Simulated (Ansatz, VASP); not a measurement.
Given: the input of a run of Ansatz 0.2.0 on Bi.

The input input.yaml:

```yaml
crystal:
  lattice:
    - [3.2809913467, 0.0, 0.0]
    - [0.0, 3.2640382254, 0.0]
    - [-0.0815136175, 0.0, 6.5286865229]
  atoms:
    - { symbol: Bi, position: [0.54424725, 0.0, 0.74957789] }
    - { symbol: Bi, position: [0.45575275, 0.0, 0.25042211] }
kpoints:
  mp_grid: { grid: [8, 8, 4] }
scf:
  occupations: { method: fermi_dirac, width: 0.05 }
hamiltonian:
  xc: lda
  pseudopotentials: { kind: all_electron, lapw: { basis_error: 0.001 } }
output:
  forces: true
  stress: true
  eigenvalues: true
```

Potentials or basis: all-electron LAPW, scalar-relativistic.

Command:

```bash
$ ansatz run input.yaml --threads 1 --pin off --max-ram 3072MiB --backend cpu --events-out ev --progress --plain --runs-dir out
```

Problem. Translate it to VASP 6.6.1. Potentials there: VASP PAW LDA potentials, release 64 (Bi_d).

Solution. As run (the cutoff follows the program's own potentials):

INCAR

```
PREC = Accurate
ENCUT = 520
EDIFF = 1E-6
ISMEAR = -1
SIGMA = 0.05
LREAL = False
LASPH = True
NELM = 60
ALGO = Fast
ISIF = 2
LWAVE = False
LCHARG = False
NBANDS = 22
```

File KPOINTS:

```
Automatic mesh
0
Gamma
  8 8 4
```

Contents of POSCAR:

```
Bi
1.0
    3.2809913467      0.0000000000      0.0000000000
    0.0000000000      3.2640382254      0.0000000000
   -0.0815136175      0.0000000000      6.5286865229
Bi
2
Direct
    0.5442472500      0.0000000000      0.7495778900
    0.4557527500      0.0000000000      0.2504221100
```

Potentials or basis: VASP PAW LDA potentials, release 64 (Bi_d).

Command:

```bash
$ cat potpaw_LDA.64/Bi_d/POTCAR > POTCAR
$ mpirun -np 1 vasp_std > vasp.out
```

Both were run:

|  | VASP | Ansatz | Ansatz less VASP |
| --- | --- | --- | --- |
| gap on the k mesh at the Fermi level (eV) | none | none | - |
| pressure (GPa) | -3.4 | -3.5 | -0.04 |
| traceless stress, the component that is largest in VASP (GPa) | 0.50 | 0.50 | -0.001 |
| rms of the force components (eV/Å) | 0.016 | 0.017 | +0.0007 |

LDA's correlation is that of Perdew and Zunger in VASP and of Perdew and Wang (1992) in Ansatz. Atom by atom the forces differ by 0.001 eV/Å (rms over components). A gap of «none» marks a metal or a gap that the smearing closes. Ansatz ran all-electron here, and VASP with PAW potentials.

Neither program's run includes spin-orbit coupling.
